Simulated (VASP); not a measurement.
# Rh (Fd-3m) in VASP: further runs

Runs on Rh. Level: PBEsol. Tasks: single point, relaxation of cell and atoms.

Program: VASP 6.6.1. These are calculated values, not measurements. Logs are shortened: lines on timing, memory, paths and dates and some standing lists are left out, and cuts for length are marked.

### 1 The cell of the first run

The structure is cubic, space group Fd-3m (No. 227). Conventional cell: a = 5.013 Å, b = 5.013 Å, c = 5.013 Å, α = 90.00°, β = 90.00°, γ = 90.00°. Within 2.9 Å of Rh (site symmetry -43m) lie 4 Rh at 2.17 Å.

### 2 Single point, PBEsol

Input file INCAR:

```
PREC = Accurate
ENCUT = 500
EDIFF = 1E-6
ISMEAR = 0
SIGMA = 0.1
LREAL = F
LASPH = T
NELM = 120
ALGO = Normal
ISIF = 2
LWAVE = F
LCHARG = T
GGA = PS
LELF = T
LVHAR = T
NBANDS = 22
GGA_COMPAT = F
```

Input file KPOINTS:

```
Automatic mesh
0
Gamma
  6 6 6
```

Input file POSCAR:

```
Rh
1.0
    0.0000000000      2.5064467049      2.5064467049
    2.5064467049      0.0000000000      2.5064467049
    2.5064467049      2.5064467049      0.0000000000
Rh
2
Direct
    0.5000000000      0.5000000000      0.5000000000
    0.7500000000      0.7500000000      0.7500000000
```

Potentials or basis: VASP PAW PBE potentials, release 64 (Rh_pv).

Launch:

```console
> cat potpaw_PBE.64/Rh_pv/POTCAR > POTCAR
> mpirun -np 1 vasp_std > vasp.out
```

OUTCAR:

```text
PREC = Accurate
   ENCUT = 500
   EDIFF = 1E-6
   ISMEAR = 0
   LREAL = F
   LASPH = T
   NELM = 120
   ISIF = 2
   GGA = PS

 ion  position               nearest neighbor table
   1  0.500  0.500  0.500-   2 2.17   2 2.17   2 2.17   2 2.17
   2  0.750  0.750  0.750-   1 2.17   1 2.17   1 2.17   1 2.17

  LATTYP: Found a face centered cubic cell.
 ALAT       =     5.0128934098

  Lattice vectors:

 A1 = (   0.0000000000,   2.5064467049,   2.5064467049)
 A2 = (   2.5064467049,   0.0000000000,   2.5064467049)
 A3 = (   2.5064467049,   2.5064467049,   0.0000000000)

Analysis of symmetry for initial positions (statically):
=====================================================================
 Subroutine PRICEL returns:
 Original cell was already a primitive cell.

 Routine SETGRP: Setting up the symmetry group for a
 face centered cubic supercell.

 Subroutine GETGRP returns: Found 48 space group operations
 (whereof 24 operations were pure point group operations)
 out of a pool of 48 trial point group operations.

The static configuration has the point symmetry T_d .
 The point group associated with its full space group is O_h .

Analysis of symmetry for dynamics (positions and initial velocities):
=====================================================================
 Subroutine PRICEL returns:
 Original cell was already a primitive cell.

 Routine SETGRP: Setting up the symmetry group for a
 face centered cubic supercell.

 Subroutine GETGRP returns: Found 48 space group operations
 (whereof 24 operations were pure point group operations)
 out of a pool of 48 trial point group operations.

The dynamic configuration has the point symmetry T_d .
 The point group associated with its full space group is O_h .

 Subroutine INISYM returns: Found 48 space group operations
 (whereof 24 operations are pure point group operations),
 and found     1 'primitive' translations

----------------------------------------------------------------------------------------

                                     Primitive cell

  volume of cell :      31.4924

  direct lattice vectors                    reciprocal lattice vectors
     0.000000000  2.506446705  2.506446705    -0.199485590  0.199485590  0.199485590
     2.506446705  0.000000000  2.506446705     0.199485590 -0.199485590  0.199485590
     2.506446705  2.506446705  0.000000000     0.199485590  0.199485590 -0.199485590

  length of vectors
     3.544650923  3.544650923  3.544650923     0.345519177  0.345519177  0.345519177

  position of ions in fractional coordinates (direct lattice)
     0.500000000  0.500000000  0.500000000
     0.750000000  0.750000000  0.750000000

  ion indices of the primitive-cell ions
   primitive index   ion index
                 1           1
                 2           2

----------------------------------------------------------------------------------------

 KPOINTS: Automatic mesh

Automatic generation of k-mesh.
 Grid dimensions read from file:
 generate k-points for:    6    6    6

 Generating k-lattice:

  Cartesian coordinates                     Fractional coordinates (reciprocal lattice)
    -0.033247598  0.033247598  0.033247598     0.166666667  0.000000000  0.000000000
     0.033247598 -0.033247598  0.033247598     0.000000000  0.166666667  0.000000000
     0.033247598  0.033247598 -0.033247598     0.000000000  0.000000000  0.166666667

  Length of vectors
     0.057586530  0.057586530  0.057586530

  Shift w.r.t. Gamma in fractional coordinates (k-lattice)
     0.000000000  0.000000000  0.000000000

 Subroutine IBZKPT returns following result:
 ===========================================

 Found     16 irreducible k-points:

 Following reciprocal coordinates:
            Coordinates               Weight
  0.000000  0.000000  0.000000      1.000000
  0.166667  0.000000  0.000000      8.000000
  0.333333  0.000000  0.000000      8.000000
  0.500000  0.000000  0.000000      4.000000
  0.166667  0.166667  0.000000      6.000000
  0.333333  0.166667  0.000000     24.000000
[... 8 lines left out ...]
 -0.333333  0.333333  0.166667     24.000000
 -0.333333  0.500000  0.166667     12.000000
   k-points           NKPTS =     16   k-points in BZ     NKDIM =     16   number of bands    NBANDS=     22
   number of dos      NEDOS =    301   number of ions     NIONS =      2
   total plane-waves  NPLWV =  21952
   dimension x,y,z NGX =    28 NGY =   28 NGZ =   28
   dimension x,y,z NGXF=    56 NGYF=   56 NGZF=   56
   ions per type =               2
   NGX,Y,Z   is equivalent  to a cutoff of  13.13, 13.13, 13.13 a.u.
   NGXF,Y,Z  is equivalent  to a cutoff of  26.26, 26.26, 26.26 a.u.
 SYSTEM =  unknown system
   PREC   = accura    normal or accurate (medium, high low for compatibility)
   ISTART =      0    job   : 0-new  1-cont  2-samecut
   ICHARG =      2    charge: 1-file 2-atom 10-const
   ISPIN  =      1    spin polarized calculation?
   LNONCOLLINEAR =      F non collinear calculations
   LSORBIT =      F    spin-orbit coupling
   LASPH  =      T    aspherical Exc in radial PAW
   ENCUT  =  500.0 eV  36.75 Ry    6.06 a.u.   6.46  6.46  6.46*2*pi/ulx,y,z
   NELM   =    120;   NELMIN=  2; NELMDL= -5     # of ELM steps
   EDIFF  = 0.1E-05   stopping-criterion for ELM
   LREAL  =      F    real-space projection
   EDIFFG = 0.1E-04   stopping-criterion for IOM
   NSW    =      0    number of steps for IOM
   IBRION =     -1    ionic relax: 0-MD 1-quasi-New 2-CG
   NFREE  =      0    steps in history (QN), initial steepest desc. (CG)
   ISIF   =      2    stress and relaxation
   ISYM   =      2    0-nonsym 1-usesym 2-fastsym
   POTIM  = 0.5000    time-step for ionic-motion
   TEBEG  =    0.0;   TEEND  =   0.0 temperature during run
   PSTRESS=    0.0 pullay stress
   NELECT =      30.0000    total number of electrons
   NUPDOWN=      -1.0000    fix difference up-down
   EMIN   =  10.00;   EMAX   =-10.00  energy-range for DOS
   EFERMI =   0.00;   METHOD = LEGACY
   ISMEAR =     0;   SIGMA  =   0.10  broadening in eV -4-tet -1-fermi 0-gaus
   EFERMI_NEDOS =   21; number of points for ismear=-14 and -15
   IALGO  =     38    algorithm
   IMIX   =      4    mixing-type and parameters
     AMIX     =   0.40;   BMIX     =  1.00
     AMIX_MAG =   1.60;   BMIX_MAG =  1.00
[... 50 lines left out ...]
      2     -38.0673      2.00000
      3     -38.0214      2.00000
      4     -36.6872      2.00000
      5     -36.6365      2.00000
      6     -36.6365      2.00000
[... 14 lines left out ...]
     21      23.7798      0.00000
     22      25.8306      0.00000

 k-point     3 :       0.3333    0.0000    0.0000
  band No.  band energies     occupation
      1     -38.1428      2.00000
      2     -38.1428      2.00000
      3     -38.0148      2.00000
      4     -36.6960      2.00000
      5     -36.5542      2.00000
      6     -36.5542      2.00000
[... 14 lines left out ...]
     21      22.6566      0.00000
     22      25.6655      0.00000

 k-point     4 :       0.5000    0.0000    0.0000
  band No.  band energies     occupation
      1     -38.1778      2.00000
      2     -38.1778      2.00000
      3     -38.0129      2.00000
      4     -36.6987      2.00000
      5     -36.5158      2.00000
      6     -36.5158      2.00000
[... 14 lines left out ...]
     21      22.0265      0.00000
     22      25.8169      0.00000

 k-point     5 :       0.1667    0.1667    0.0000
  band No.  band energies     occupation
      1     -38.1145      2.00000
      2     -38.1145      2.00000
      3     -37.9377      2.00000
      4     -36.7761      2.00000
      5     -36.5857      2.00000
      6     -36.5857      2.00000
[... 14 lines left out ...]
     21      24.5076      0.00000
     22      24.6566      0.00000

 k-point     6 :       0.3333    0.1667    0.0000
  band No.  band energies     occupation
      1     -38.2036      2.00000
      2     -38.1894      2.00000
      3     -37.8616      2.00000
      4     -36.8532      2.00000
      5     -36.5040      2.00000
      6     -36.4931      2.00000
[... 14 lines left out ...]
     21      22.5789      0.00000
     22      25.3636      0.00000

 k-point     7 :       0.5000    0.1667    0.0000
  band No.  band energies     occupation
      1     -38.2821      2.00000
      2     -38.2187      2.00000
      3     -37.8193      2.00000
      4     -36.8905      2.00000
      5     -36.4713      2.00000
      6     -36.4149      2.00000
[... 14 lines left out ...]
     21      21.8796      0.00000
     22      27.0266      0.00000

 k-point     8 :      -0.3333    0.1667    0.0000
  band No.  band energies     occupation
      1     -38.2824      2.00000
      2     -38.1779      2.00000
      3     -37.8534      2.00000
      4     -36.8541      2.00000
      5     -36.5156      2.00000
      6     -36.4154      2.00000
[... 14 lines left out ...]
     21      21.8920      0.00000
     22      26.5317      0.00000

 k-point     9 :      -0.1667    0.1667    0.0000
  band No.  band energies     occupation
      1     -38.1899      2.00000
      2     -38.1019      2.00000
      3     -37.9450      2.00000
      4     -36.7638      2.00000
      5     -36.5985      2.00000
      6     -36.5095      2.00000
[... 14 lines left out ...]
     21      24.4727      0.00000
     22      25.1626      0.00000

 k-point    10 :       0.3333    0.3333    0.0000
  band No.  band energies     occupation
      1     -38.2647      2.00000
      2     -38.2647      2.00000
      3     -37.6968      2.00000
      4     -37.0296      2.00000
      5     -36.4216      2.00000
      6     -36.4216      2.00000
[... 14 lines left out ...]
     21      21.7919      0.00000
     22      23.7840      0.00000

 k-point    11 :       0.5000    0.3333    0.0000
  band No.  band energies     occupation
      1     -38.3326      2.00000
      2     -38.2950      2.00000
      3     -37.5607      2.00000
      4     -37.1613      2.00000
      5     -36.3879      2.00000
      6     -36.3553      2.00000
[... 14 lines left out ...]
     21      22.4952      0.00000
     22      24.9231      0.00000

 k-point    12 :      -0.3333    0.3333    0.0000
  band No.  band energies     occupation
      1     -38.3604      2.00000
      2     -38.2543      2.00000
      3     -37.6238      2.00000
      4     -37.0868      2.00000
      5     -36.4322      2.00000
      6     -36.3351      2.00000
[... 14 lines left out ...]
     21      22.5562      0.00000
     22      28.2653      0.00000

 k-point    13 :       0.5000    0.5000    0.0000
  band No.  band energies     occupation
      1     -38.3307      2.00000
      2     -38.3307      2.00000
      3     -37.3662      2.00000
      4     -37.3662      2.00000
      5     -36.3486      2.00000
      6     -36.3486      2.00000
[... 14 lines left out ...]
     21      22.6682      0.00000
     22      22.6682      0.00000

 k-point    14 :       0.5000    0.3333    0.1667
  band No.  band energies     occupation
      1     -38.3081      2.00000
      2     -38.2384      2.00000
      3     -37.7136      2.00000
      4     -36.9998      2.00000
      5     -36.4516      2.00000
      6     -36.3854      2.00000
[... 14 lines left out ...]
     21      23.5217      0.00000
     22      25.6237      0.00000

 k-point    15 :      -0.3333    0.3333    0.1667
  band No.  band energies     occupation
      1     -38.3465      2.00000
      2     -38.2729      2.00000
      3     -37.6126      2.00000
      4     -37.0974      2.00000
      5     -36.4153      2.00000
      6     -36.3479      2.00000
[... 14 lines left out ...]
     21      23.8991      0.00000
     22      27.4266      0.00000

 k-point    16 :      -0.3333    0.5000    0.1667
  band No.  band energies     occupation
      1     -38.3349      2.00000
      2     -38.3349      2.00000
      3     -37.3583      2.00000
      4     -37.3583      2.00000
      5     -36.3521      2.00000
      6     -36.3521      2.00000
[... 14 lines left out ...]
     21      24.8221      0.00000
     22      24.8221      0.00000

------------------------ aborting loop because EDIFF is reached ----------------------------------------

  FORCE on cell =-STRESS in cart. coord.  units (eV):
  Direction    XX          YY          ZZ          XY          YZ          ZX
  --------------------------------------------------------------------------------------
  -------------------------------------------------------------------------------------
  Total       13.0026735     13.0026735     13.0026735      0.0000000      0.0000000      0.0000000
  in kB      661.5121436    661.5121436    661.5121436      0.0000000      0.0000000      0.0000000
  external PRESSURE =     661.5121436 kB  Pullay stress =       0.0000000 kB

 VOLUME and BASIS-vectors are now :
 -----------------------------------------------------------------------------
  energy-cutoff  :      500.00
  volume of cell :       31.49
      direct lattice vectors                 reciprocal lattice vectors
     0.000000000  2.506446705  2.506446705    -0.199485590  0.199485590  0.199485590
     2.506446705  0.000000000  2.506446705     0.199485590 -0.199485590  0.199485590
     2.506446705  2.506446705  0.000000000     0.199485590  0.199485590 -0.199485590

 POSITION                                       TOTAL-FORCE (eV/Angst)
 -----------------------------------------------------------------------------------
      2.50645      2.50645      2.50645        -0.000000      0.000000     -0.000000
      3.75967      3.75967      3.75967         0.000000     -0.000000      0.000000
 -----------------------------------------------------------------------------------
    total drift:                                0.000000      0.000000      0.000000

  FREE ENERGIE OF THE ION-ELECTRON SYSTEM (eV)
  ---------------------------------------------------
  free  energy   TOTEN  =       -12.3331324508 eV

  energy  without entropy=      -12.3271153818  energy(sigma->0) =      -12.33012392
```

Wall time 8.2 s (1 thread of Intel Xeon 6975P-C, shared host); peak memory 0.15 GiB.

What came out:

| Item | Value |
| --- | --- |
| Free energy | -12.3331 eV |
| Pressure | 66.2 GPa |
| Band gap on the k mesh | zero (band 15 reaches 11.33 eV, above the bottom of band 16 at 9.83 eV) |

Levels at points of the mesh, in eV from the Fermi level:
```tsv
k point	band 13	band 14	band 15	band 16	band 17	band 18
(0.00, 0.00, 0.00)	-1.93	-1.93	-1.93	0.88	0.88	13.30
(0.50, 0.00, 0.00)	-1.34	-1.10	-1.10	0.32	0.32	2.62
(0.50, 0.50, 0.00)	-2.62	-2.62	0.65	0.65	2.93	2.93
```

Caveat: the k points lie up to 0.36 Å⁻¹ apart; the PAW data sets were made with another functional, which shifts forces and pressure a little.

### 3 Single point, PBEsol

This run uses another cell than the first one, of 19.96 Å³/atom, 1.268 times its volume.

Input file INCAR:

```
SYSTEM = Rh
PREC = Accurate
ENCUT = 500
EDIFF = 1E-6
ISMEAR = 0
SIGMA = 0.1
LREAL = .FALSE.
LASPH = .TRUE.
NELM = 120
ALGO = Normal
ISIF = 2
LWAVE = .FALSE.
LCHARG = .FALSE.
GGA = PS
NBANDS = 22
GGA_COMPAT = .FALSE.
```

Input file KPOINTS:

```
Automatic mesh
0
G
  6 6 6
  0 0 0
```

Input file POSCAR:

```
Rh
1.0
    0.0000000000      2.7125513282      2.7125513282
    2.7125513282      0.0000000000      2.7125513282
    2.7125513282      2.7125513282      0.0000000000
Rh
2
Direct
    0.5000000000      0.5000000000      0.5000000000
    0.7500000000      0.7500000000      0.7500000000
```

Potentials or basis: VASP PAW PBE potentials, release 64 (Rh_pv).

Launch:

```console
> cat potpaw_PBE.64/Rh_pv/POTCAR > POTCAR
> mpirun -np 1 vasp_std > vasp.out
```

It took 8.5 s on 1 thread of Intel Xeon 6975P-C, shared host; peak memory 0.16 GiB.

It converged, with:

```yaml
Free_energy: -13.7181 eV
Pressure: 0.2 GPa
Band_gap_on_the_k_mesh: zero (band 15 reaches 7.37 eV, above the bottom of band 16 at 6.35 eV)
```

Levels at points of the mesh, in eV from the Fermi level:
| k point | band 11 | band 12 | band 13 | band 14 | band 15 | band 16 | band 17 | band 18 | band 19 | band 20 |
| --- | --- | --- | --- | --- | --- | --- | --- | --- | --- | --- |
| (0.00, 0.00, 0.00) | -4.07 | -4.07 | -1.47 | -1.47 | -1.47 | 0.48 | 0.48 | 12.70 | 13.00 | 13.00 |
| (0.50, 0.00, 0.00) | -4.13 | -3.81 | -0.90 | -0.90 | -0.76 | 0.12 | 0.12 | 1.98 | 9.77 | 9.77 |
| (0.50, 0.50, 0.00) | -2.23 | -2.23 | -2.18 | -2.18 | 0.38 | 0.38 | 2.43 | 2.43 | 4.87 | 4.87 |

Caveat: the PAW data sets were made with another functional, which shifts forces and pressure a little.

### 4 Relaxation of cell and atoms, PBEsol

Input file INCAR:

```
ALGO = Normal
EDIFF = 1E-7
EDIFFG = -0.04
ENCUT = 500
GGA = PS
GGA_COMPAT = False
IBRION = 2
ISIF = 3
ISMEAR = 0
LASPH = True
LCHARG = False
LREAL = False
LWAVE = False
NELM = 120
NELMIN = 4
NSW = 90
PREC = Accurate
SIGMA = 0.1
```

Input file KPOINTS:

```
k-points
0
Gamma
  6 6 6
```

Input file POSCAR:

```
Rh
1.0
    0.0000000000      2.5064467049      2.5064467049
    2.5064467049      0.0000000000      2.5064467049
    2.5064467049      2.5064467049      0.0000000000
Rh
2
Direct
    0.5000000000      0.5000000000      0.5000000000
    0.7500000000      0.7500000000      0.7500000000
```

Launch:

```console
> cat potpaw_PBE.64/Rh_pv/POTCAR > POTCAR
> mpirun -np 1 vasp_std > vasp.out
```

It took 43 s on 1 thread of Intel Xeon 6975P-C, shared host; peak memory 0.16 GiB.

It converged, with:

```yaml
Free_energy: -13.7096 eV
Relaxed_volume: 19.92 Å³/atom
Relaxed_cell: a = 3.834 Å, b = 3.834 Å, c = 3.834 Å, α = 60.00°, β = 60.00°, γ = 60.00°
Space_group_after_relaxing_to_0.05_Å: Fd-3m (No. 227)
Energy_gained_by_relaxing: 688.2 meV/atom
Ionic_steps: 5
Pressure_after_relaxing: 0.1 GPa
Band_gap_on_the_k_mesh: zero (band 15 reaches 7.40 eV, above the bottom of band 16 at 6.38 eV)
```

Step by step:
| step | energy change (eV) | largest force (eV/Å) | pressure (GPa) | volume (Å³) |
| --- | --- | --- | --- | --- |
| 1 | 0.0000 | 0.0000 | 66.17 | 31.49 |
| 2 | 2.2265 | 0.0000 | -18.85 | 71.40 |
| 3 | -1.3242 | 0.0000 | -7.33 | 42.03 |
| 4 | -1.3707 | 0.0000 | -2.61 | 40.56 |
| 5 | -1.3765 | 0.0000 | 0.11 | 39.84 |

Final structure:
```
Rh
1.0
     0.00000    2.71071    2.71071
     2.71071    0.00000    2.71071
     2.71071    2.71071    0.00000
Rh
2
Cartesian
  2.7107 2.7107 2.7107
  4.0661 4.0661 4.0661
```

Levels at points of the mesh, in eV from the Fermi level:
| k point | band 11 | band 12 | band 13 | band 14 | band 15 | band 16 | band 17 | band 18 | band 19 |
| --- | --- | --- | --- | --- | --- | --- | --- | --- | --- |
| (0.00, 0.00, 0.00) | -4.08 | -4.08 | -1.47 | -1.47 | -1.47 | 0.48 | 0.48 | 12.71 | 13.01 |
| (0.50, 0.00, 0.00) | -4.14 | -3.82 | -0.90 | -0.90 | -0.77 | 0.13 | 0.13 | 1.98 | 9.78 |
| (0.50, 0.50, 0.00) | -2.24 | -2.24 | -2.19 | -2.19 | 0.39 | 0.39 | 2.44 | 2.44 | 4.87 |

Caveat: the k points lie up to 0.33 Å⁻¹ apart in the final cell; the volume moved by over 15 % at a fixed basis, so the end points are rough; the PAW data sets were made with another functional, which shifts forces and pressure a little.

### 5 Summary

```tsv
task	cell	gap on the mesh (eV)	pressure (GPa)
single point	a = 3.545 Å, angles 60.0°, 2 atoms	none	66.2
single point	a = 3.836 Å, angles 60.0°, 2 atoms	none	0.2
relaxation of cell and atoms	relaxed from a = 3.545 Å, angles 60.0°, 2 atoms	none	0.1
```

Alike in all rows: level PBEsol; potentials or basis VASP PAW PBE potentials, release 64 (Rh_pv); no spin polarisation; k mesh 6 × 6 × 6; cutoff (eV) 500; smearing gaussian 0.1 eV.

Caveats: some runs use coarse meshes; the PAW data sets were made with another functional, which shifts forces and pressure a little; the volume moved by over 15 % at a fixed basis, so the end points are rough (some runs).

Total energies depend on the potentials used, so only differences within one code and one set of settings carry meaning.
